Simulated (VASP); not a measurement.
Crystal: PtSe2.

```xyz
3
Lattice="1.8457 1.0656 5.7607 -1.8457 1.0656 5.7607 0.0000 -2.1312 5.7607" Properties=species:S:1:pos:R:3 pbc="T T T"
Pt    0.0000    0.0000    0.0000
Se    0.0000    0.0000    4.4377
Se    0.0000    0.0000   12.8444
```

Base run:

- Program: VASP 6.6.1
- Functional: PBE
- Potentials or basis: VASP PAW PBE potentials, release 64 (Pt, Se)
- Cutoff: 500 eV
- k mesh: 6 × 6 × 6
- Occupations: methfessel-paxton, width 0.0981 eV
- Spin: no spin polarisation

Its results: band gap on the k mesh 0.69 eV, indirect (least direct gap 1.01 eV); pressure 3.6 GPa; largest force 0.140 eV/Å.

Question: The run is repeated on the same cell with these changes: occupations from methfessel-paxton, width 0.0981 eV to fermi-dirac, width 0.5 eV. What comes out?

Answer: Band gap on the k mesh 0.73 eV, indirect (least direct gap 1.03 eV); pressure 5.3 GPa; largest force 0.511 eV/Å.

Caveats: spin-orbit coupling is left out, which moves the levels of the heavy elements.

A k mesh can miss the band edges.
